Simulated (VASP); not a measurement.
A run of VASP 6.6.1 is set up as follows.

File INCAR:

```
PREC = Accurate ; ENCUT = 520
EDIFF = 1E-8 ; ISMEAR = -1
SIGMA = 0.01 ; LREAL = False
LASPH = True ; NELM = 60
ALGO = Normal ; ISIF = 2
LWAVE = False ; LCHARG = False
GGA = PE ; LEFG = True
NBANDS = 17
```

KPOINTS

```
Automatic mesh
0
Gamma
  9 9 9
```

POSCAR

```
PbSe
1.0
    0.0000000000      3.1024460684      3.1024460684
    3.1024460684      0.0000000000      3.1024460684
    3.1024460684      3.1024460684      0.0000000000
Pb Se
1 1
Direct
    0.0000000000      0.0000000000      0.0000000000
    0.5000000000      0.5000000000      0.5000000000
```

Potentials or basis: VASP PAW PBE potentials, release 64 (Pb_d, Se).

The run is started by

```bash
$ cat potpaw_PBE.64/Pb_d/POTCAR potpaw_PBE.64/Se/POTCAR > POTCAR
$ mpirun -np 1 vasp_std > vasp.out
```

(1) What does it give for the pressure?

Answers

(1) 0.3 GPa.

Caveat: without QUAD_EFG the Cq values of the log hold for a quadrupole moment of 1 mb, not for the nuclei.
